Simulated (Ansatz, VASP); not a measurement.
**ZnS3 in VASP and in Ansatz**

```
Zn S
1.0
    -2.55785    2.55785    2.55785
     2.55785   -2.55785    2.55785
     2.55785    2.55785   -2.55785
Zn S
1 3
Direct
  0.00000 0.00000 0.00000
  0.00000 0.50000 0.50000
  0.50000 0.00000 0.50000
  0.50000 0.50000 0.00000
```

Alike in both runs: task relaxation of cell and atoms; functional PBE; k mesh 6 × 6 × 6; occupations gaussian, width 0.1 eV; no spin polarisation.

|  | VASP | Ansatz |
| --- | --- | --- |
| version | VASP 6.6.1 | Ansatz 0.2.0 |
| potentials or method | VASP PAW PBE potentials, release 64 (Zn, S), cutoff 600 eV | scalar-relativistic, plane waves, PAW |
| valence electrons in the cell | 30 | 30 |

```csv
,VASP,Ansatz,Ansatz less VASP
"gap on the k mesh at the Fermi level, each at its own relaxed structure (eV)",none,none,-
relaxed volume (Å³/atom),16.61,16.67,+0.053
relaxed cell length with the largest relative difference (Å),4.420,4.424,+0.0047
```

A gap of «none» marks a metal or a gap that the smearing closes.
